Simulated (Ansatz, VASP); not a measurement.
## One calculation of RuCl2, two programs

INCAR

```
  PREC = Accurate
  ENCUT = 520
  EDIFF = 1E-6
  ISMEAR = 0
  SIGMA = 0.05
  LREAL = False
  LASPH = True
  NELM = 80
  ALGO = Normal
  ISIF = 2
  LWAVE = False
  LCHARG = False
  GGA = CA
  NBANDS = 21
```

The input KPOINTS:

```
regular mesh
0
Gamma
  12 12 6
```

Contents of POSCAR:

```
RuCl2
1.0
    3.5991493021      0.0000000000      0.0000000000
   -1.7995746510      3.1169547276      0.0000000000
    0.0000000000      0.0000000000      6.3422699910
Ru Cl
1 2
Direct
    0.0000000000      0.0000000000      0.0000000000
    0.3333333333      0.6666666667      0.1927259863
    0.6666666667      0.3333333333      0.8072740137
```

Input for Ansatz:

```yaml
crystal:
  lattice:
    - [3.5991493021, 0.0, 0.0]
    - [-1.799574651, 3.1169547276, 0.0]
    - [0.0, 0.0, 6.342269991]
  atoms:
    - { symbol: Ru, position: [0.0, 0.0, 0.0] }
    - { symbol: Cl, position: [0.3333333333, 0.6666666667, 0.1927259863] }
    - { symbol: Cl, position: [0.6666666667, 0.3333333333, 0.8072740137] }
basis:
  ecutwfc: 420
  ecutrho_ratio: 4
kpoints:
  mp_grid: { grid: [12, 12, 6] }
hamiltonian:
  xc: lda
scf:
  occupations: { method: gaussian, width: 0.05 }
output:
  forces: true
  stress: true
  eigenvalues: true
  populations: true
```

Alike in both runs: task single point; functional LDA; k mesh 12 × 12 × 6; occupations gaussian, width 0.05 eV; no spin polarisation.

|  | VASP | Ansatz |
| --- | --- | --- |
| version | VASP 6.6.1 | Ansatz 0.2.0 |
| potentials or method | VASP PAW LDA potentials, release 64 (Ru_pv, Cl), cutoff 520 eV | scalar-relativistic, plane waves, PAW |
| valence electrons in the cell | 28 | 30 |

Ansatz gave:

* gap on the k mesh at the Fermi level (eV): 0.92
* least direct gap on the mesh (eV): 0.92
* pressure (GPa): -6.2
* traceless stress, the component that is largest in VASP (GPa): 1.31
* rms of the force components (eV/Å): 0.358

Question: What did VASP give for the same quantities?

Answer: gap on the k mesh at the Fermi level (eV): 0.92; least direct gap on the mesh (eV): 0.93; pressure (GPa): -6.1; traceless stress, the component that is largest in VASP (GPa): 1.26; rms of the force components (eV/Å): 0.346.

LDA's correlation is that of Perdew and Zunger in VASP and of Perdew and Wang (1992) in Ansatz. Atom by atom the forces differ by 0.011 eV/Å (rms over components). VASP's potentials hold 28 valence electrons a cell and Ansatz's 30, so a difference there can come from the potentials and not from the codes.
